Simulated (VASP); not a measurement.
A run of VASP 6.6.1:

File INCAR:

```
AGGAC = 1.0
AGGAX = 1.0
ALDAC = 0.0
ALDAX = 1.0
ALGO = Normal
EDIFF = 1E-7
EDIFFG = -0.01
ENCUT = 560
GGA = B5
GGA_COMPAT = False
IBRION = 2
ISIF = 3
ISMEAR = -1
LASPH = True
LCHARG = False
LREAL = False
LWAVE = False
NELM = 120
NELMIN = 4
NSW = 80
PREC = Accurate
SIGMA = 0.1
```

The input KPOINTS:

```
k-points
0
Gamma
  13 13 7
```

POSCAR

```
Ir
1.0
    2.7148619862      0.0000000000      0.0000000000
   -1.3574309931      2.3511394478      0.0000000000
    0.0000000000      0.0000000000      4.4333696235
Ir
2
Direct
    0.3333333333      0.6666666667      0.2500000000
    0.6666666667      0.3333333333      0.7500000000
```

Potentials or basis: VASP PAW PBE potentials, release 64 (Ir_sv_GW).

Command:

```bash
$ cat potpaw_PBE.64/Ir_sv_GW/POTCAR > POTCAR
$ mpirun -np 1 vasp_std > vasp.out
```

Hardware: 1 thread of Intel(R) Xeon(R) 6975P-C (Granite Rapids), with other jobs on the host.

Problem. How long does it take, and how much memory?

Solution. Run time: 3.6 min on 1 thread of Intel(R) Xeon(R) 6975P-C (Granite Rapids), with other jobs on the host, peak memory 0.2 GiB. Counts: scf iterations 80, k points 84, ion steps 9.
